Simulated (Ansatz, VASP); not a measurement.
**Sc in VASP and in Ansatz**

```
Sc
1.0
     3.25573    0.00000    0.00000
    -1.62787    2.81955    0.00000
     0.00000    0.00000   10.27398
Sc
4
Direct
  0.00000 0.00000 0.00000
  0.00000 0.00000 0.50000
  0.33333 0.66667 0.75000
  0.66667 0.33333 0.25000
```

Alike in both runs: functional PBEsol; k mesh 6 × 6 × 2; occupations gaussian, width 0.1 eV; no spin polarisation.

Ansatz relaxed the structure, and its values are those at the end. VASP's run is a single point on that final structure, the one shown.

|  | VASP | Ansatz |
| --- | --- | --- |
| version | VASP 6.6.1 | Ansatz 0.2.0 |
| potentials or method | VASP PAW PBE potentials, release 64 (Sc_sv), cutoff 520 eV | scalar-relativistic, plane waves, PAW |
| valence electrons in the cell | 44 | 44 |

|  | VASP | Ansatz | Ansatz less VASP |
| --- | --- | --- | --- |
| gap on the k mesh at the Fermi level (eV) | none | none | - |
| pressure (GPa) | 0.0 | 0.0 | 0.00 |

VASP's potentials were made for PBE, not for PBEsol. A gap of «none» marks a metal or a gap that the smearing closes.

The k mesh is coarse, so the values compare programs but aren't converged.
